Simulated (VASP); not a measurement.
# GaN (P6_3mc) in VASP: a series of runs, part 2 of 3

VASP 6.6.1. The steps go on from the part before.

### 3 Electric field gradients, PBE

This run uses another cell than the first one: it holds 4 atoms, not 32.

INCAR

```
PREC = Accurate ; ENCUT = 520
EDIFF = 1E-8 ; ISMEAR = -1
SIGMA = 0.02 ; LREAL = F
LASPH = T ; NELM = 80
ALGO = Normal ; ISIF = 2
LWAVE = F ; LCHARG = F
GGA = PE ; LEFG = T
NBANDS = 26
```

KPOINTS

```
regular mesh
0
Gamma
  10 10 6
```

POSCAR

```
GaN
1.0
    3.1800000000      0.0000000000      0.0000000000
   -1.5900000000      2.7539607840      0.0000000000
    0.0000000000      0.0000000000      5.1660000000
Ga N
2 2
Direct
    0.3333333333      0.6666666667     -0.0010334306
    0.6666666667      0.3333333333      0.4989665694
    0.3333333333      0.6666666667      0.3760334306
    0.6666666667      0.3333333333      0.8760334306
```

Potentials or basis: VASP PAW PBE potentials, release 64 (Ga_d, N).

On the command line:

```console
$ cat potpaw_PBE.64/Ga_d/POTCAR potpaw_PBE.64/N/POTCAR > POTCAR
$ mpirun -np 1 vasp_std > vasp.out
```

OUTCAR:

```text
PREC = Accurate
   ENCUT = 520
   EDIFF = 1E-8
   ISMEAR = -1
   LREAL = F
   LASPH = T
   NELM = 80
   ISIF = 2
   GGA = PE

 ion  position               nearest neighbor table
   1  0.333  0.667  0.999-   4 1.94   4 1.94   4 1.94   3 1.95
   2  0.667  0.333  0.499-   3 1.94   3 1.94   3 1.94   4 1.95
   3  0.333  0.667  0.376-   2 1.94   2 1.94   2 1.94   1 1.95
   4  0.667  0.333  0.876-   1 1.94   1 1.94   1 1.94   2 1.95

  LATTYP: Found a hexagonal cell.
 ALAT       =     3.1800000000
 C/A-ratio  =     1.6245283019

  Lattice vectors:

 A1 = (   3.1800000000,   0.0000000000,   0.0000000000)
 A2 = (  -1.5900000000,   2.7539607840,   0.0000000000)
 A3 = (   0.0000000000,   0.0000000000,   5.1660000000)

Analysis of symmetry for initial positions (statically):
=====================================================================
 Subroutine PRICEL returns:
 Original cell was already a primitive cell.

 Routine SETGRP: Setting up the symmetry group for a
 hexagonal supercell.

 Subroutine GETGRP returns: Found 12 space group operations
 (whereof  6 operations were pure point group operations)
 out of a pool of 24 trial point group operations.

The static configuration has the point symmetry C_3v.
 The point group associated with its full space group is C_6v.

Analysis of symmetry for dynamics (positions and initial velocities):
=====================================================================
 Subroutine PRICEL returns:
 Original cell was already a primitive cell.

 Routine SETGRP: Setting up the symmetry group for a
 hexagonal supercell.

 Subroutine GETGRP returns: Found 12 space group operations
 (whereof  6 operations were pure point group operations)
 out of a pool of 24 trial point group operations.

The dynamic configuration has the point symmetry C_3v.
 The point group associated with its full space group is C_6v.

 Subroutine INISYM returns: Found 12 space group operations
 (whereof  6 operations are pure point group operations),
 and found     1 'primitive' translations

----------------------------------------------------------------------------------------

                                     Primitive cell

  volume of cell :      45.2417

  direct lattice vectors                    reciprocal lattice vectors
     3.180000000  0.000000000  0.000000000     0.314465409  0.181556688  0.000000000
    -1.590000000  2.753960784  0.000000000     0.000000000  0.363113377  0.000000000
     0.000000000  0.000000000  5.166000000     0.000000000  0.000000000  0.193573364

  length of vectors
     3.180000000  3.180000000  5.166000000     0.363113377  0.363113377  0.193573364

  position of ions in fractional coordinates (direct lattice)
     0.333333333  0.666666667  0.998966569
     0.666666667  0.333333333  0.498966569
     0.333333333  0.666666667  0.376033431
     0.666666667  0.333333333  0.876033431

  ion indices of the primitive-cell ions
   primitive index   ion index
                 1           1
                 2           2
[... 82 lines left out ...]
   POTIM  = 0.5000    time-step for ionic-motion
   TEBEG  =    0.0;   TEEND  =   0.0 temperature during run
   PSTRESS=    0.0 pullay stress
   NELECT =      36.0000    total number of electrons
   NUPDOWN=      -1.0000    fix difference up-down
   EMIN   =  10.00;   EMAX   =-10.00  energy-range for DOS
   EFERMI =   0.00;   METHOD = LEGACY
   ISMEAR =    -1;   SIGMA  =   0.02  broadening in eV -4-tet -1-fermi 0-gaus
   EFERMI_NEDOS =   21; number of points for ismear=-14 and -15
   IALGO  =     38    algorithm
   IMIX   =      4    mixing-type and parameters
     AMIX     =   0.40;   BMIX     =  1.00
     AMIX_MAG =   1.60;   BMIX_MAG =  1.00
  volume/ion in A,a.u.               =      11.31        76.33
  Fermi-wavevector in a.u.,A,eV,Ry     =   1.517036  2.866782 31.312427  2.301398
  Thomas-Fermi vector in A             =   2.626345
   LORBIT       =      0    0 simple, 1 ext, 2 COOP (PROOUT), +10 PAW based schemes
   GGA     = PE    functional components
   LHFCALC =     F    Hartree Fock is set to
   AEXX    =    0.0000 exact exchange contribution
   IVDW    =     0    specifies the selected vdW correction
   LEPSILON=     F    determine dielectric tensor
   LRPA    =     F    only Hartree local field effects (RPA)
 non-spin polarized calculation
  energy-cutoff  :      520.00
  volume of cell :       45.24
 maximum number of plane-waves:      1240
 NGX is ok and might be reduce to    24

 number of electron      36.0000002 magnetization

 Free energy of the ion-electron system (eV)
  ---------------------------------------------------
  ext. energy  EPLUGINS =         0.00000000
  ---------------------------------------------------
  free energy    TOTEN  =       -24.28651257 eV

  energy without entropy =      -24.28651257  energy(sigma->0) =      -24.28651257

 E-fermi :   5.8160     XC(G=0): -11.7220

 val. band max:        5.4215039027   @ k =   0.0000   0.0000   0.0000
 cond. band min:       7.4074727312   @ k =   0.0000   0.0000   0.0000
 fundamental gap:      1.9859688285
 Fermi energy:         5.8159844983

 k-point     1 :       0.0000    0.0000    0.0000
  band No.  band energies     occupation
      1     -10.6378      2.00000
      2      -9.6834      2.00000
      3      -8.0191      2.00000
      4      -8.0041      2.00000
      5      -8.0041      2.00000
      6      -7.9406      2.00000
[... 685 lines left out ...]
     25      17.4703      0.00000
     26      18.8813      0.00000

 [... further k-points ...]
[... 5 lines left out ...]
  --------------------------------------------------------------------------------------
  -------------------------------------------------------------------------------------
  Total        1.9844056      1.9844056      2.2370226      0.0000000      0.0000000     -0.0000000
  in kB       70.2751452     70.2751452     79.2212488      0.0000000      0.0000000     -0.0000000
  external PRESSURE =      73.2571797 kB  Pullay stress =       0.0000000 kB

 VOLUME and BASIS-vectors are now :
 -----------------------------------------------------------------------------
  energy-cutoff  :      520.00
  volume of cell :       45.24
      direct lattice vectors                 reciprocal lattice vectors
     3.180000000  0.000000000  0.000000000     0.314465409  0.181556688  0.000000000
    -1.590000000  2.753960784  0.000000000     0.000000000  0.363113377  0.000000000
     0.000000000  0.000000000  5.166000000     0.000000000  0.000000000  0.193573364

 POSITION                                       TOTAL-FORCE (eV/Angst)
 -----------------------------------------------------------------------------------
     -0.00000      1.83597      5.16066         0.000000      0.000000     -0.002659
      1.59000      0.91799      2.57766        -0.000000      0.000000     -0.002659
     -0.00000      1.83597      1.94259         0.000000      0.000000      0.002659
      1.59000      0.91799      4.52559        -0.000000     -0.000000      0.002659
 -----------------------------------------------------------------------------------
    total drift:                               -0.000001     -0.000001     -0.000642

  FREE ENERGIE OF THE ION-ELECTRON SYSTEM (eV)
  ---------------------------------------------------
  free  energy   TOTEN  =       -24.2865125676 eV

  energy  without entropy=      -24.2865125676  energy(sigma->0) =      -24.28651257

 Electric field gradients (V/A^2)
---------------------------------------------------------------------
 ion       V_xx      V_yy      V_zz      V_xy      V_xz      V_yz
---------------------------------------------------------------------
   1      -1.956    -1.952     3.908     0.004    -0.000     0.000
   2      -1.956    -1.952     3.908     0.004     0.000    -0.000
   3      -0.187    -0.188     0.375    -0.001    -0.000     0.000
   4      -0.187    -0.188     0.375    -0.001     0.000    -0.000
---------------------------------------------------------------------

 Electric field gradients after diagonalization (V/A^2)
 (convention: |V_zz| > |V_xx| > |V_yy|)
----------------------------------------------------------------------
 ion       V_xx      V_yy      V_zz     asymmetry (V_yy - V_xx)/ V_zz
----------------------------------------------------------------------
   1      -1.958    -1.949     3.908       0.002
   2      -1.958    -1.949     3.908       0.002
   3      -0.188    -0.186     0.375       0.006
   4      -0.188    -0.186     0.375       0.006
----------------------------------------------------------------------

           NMR quadrupolar parameters

 Cq : quadrupolar parameter    Cq=e*Q*V_zz/h
 eta: asymmetry parameters     (V_yy - V_xx)/ V_zz
 Q  : nuclear electric quadrupole moment in mb (millibarn)
----------------------------------------------------------------------
 ion       Cq(MHz)       eta       Q (mb)
----------------------------------------------------------------------
   1       0.009       0.002       1.000
   2       0.009       0.002       1.000
   3       0.001       0.006       1.000
   4       0.001       0.006       1.000
----------------------------------------------------------------------
```

OSZICAR:

```text
N       E                     dE             d eps       ncg     rms          rms(c)
DAV:   1     0.281783708381E+03    0.28178E+03   -0.17670E+04  3144   0.260E+03
DAV:   2     0.838651343701E+01   -0.27340E+03   -0.25706E+03  3152   0.491E+02
DAV:   3    -0.270865905925E+02   -0.35473E+02   -0.34947E+02  3436   0.144E+02
DAV:   4    -0.283112223010E+02   -0.12246E+01   -0.12193E+01  3438   0.285E+01
DAV:   5    -0.283363213875E+02   -0.25099E-01   -0.25056E-01  3554   0.402E+00    0.110E+01
DAV:   6    -0.242043968391E+02    0.41319E+01   -0.10010E+01  4818   0.494E+01    0.306E+00
DAV:   7    -0.243046524956E+02   -0.10026E+00   -0.14474E+00  3118   0.903E+00    0.272E+00
DAV:   8    -0.242999083836E+02    0.47441E-02   -0.14260E-01  4810   0.515E+00    0.767E-01
DAV:   9    -0.242859838339E+02    0.13925E-01   -0.47328E-02  4778   0.371E+00    0.333E-01
DAV:  10    -0.242865582925E+02   -0.57446E-03   -0.39401E-03  3086   0.413E-01    0.618E-02
DAV:  11    -0.242865112213E+02    0.47071E-04   -0.42666E-04  4358   0.380E-01    0.347E-02
DAV:  12    -0.242865103248E+02    0.89649E-06   -0.52532E-05  4024   0.729E-02    0.524E-03
DAV:  13    -0.242865125787E+02   -0.22540E-05   -0.10717E-05  4392   0.327E-02    0.105E-02
DAV:  14    -0.242865125289E+02    0.49843E-07   -0.14199E-06  3086   0.100E-02    0.471E-03
DAV:  15    -0.242865125597E+02   -0.30801E-07   -0.23420E-07  3608   0.327E-03    0.104E-03
DAV:  16    -0.242865125676E+02   -0.79190E-08   -0.24210E-08  2620   0.312E-03
   1 F= -.24286513E+02 E0= -.24286513E+02  d E =-.941198E-11
```

It took 43 s on 1 thread of AMD EPYC 9R45 (Zen 5), shared host; peak memory 0.16 GiB.

Results:

```
Free energy                             : -24.2865 eV
Pressure                                : 7.3 GPa
Band gap on the k mesh                  : 1.99 eV
Largest electric field gradient by atom : Ga +3.9; N +0.4 V/Å²
```

Forces in eV/Å, atoms in the order of the input:
```
Ga   0.000  0.000 -0.003
Ga   0.000  0.000 -0.003
N    0.000  0.000  0.003
N    0.000  0.000  0.003
```

Electric field gradients, principal values (V/Å²):
```
atom   least  middle  greatest (by size)
1 Ga  -1.949  -1.958               3.908
2 Ga  -1.949  -1.958               3.908
 3 N  -0.186  -0.188               0.375
 4 N  -0.186  -0.188               0.375
```

Caveat: the cell stands under pressure; without QUAD_EFG the Cq values of the log hold for a quadrupole moment of 1 mb, not for the nuclei.

[end of part 2 of 3]
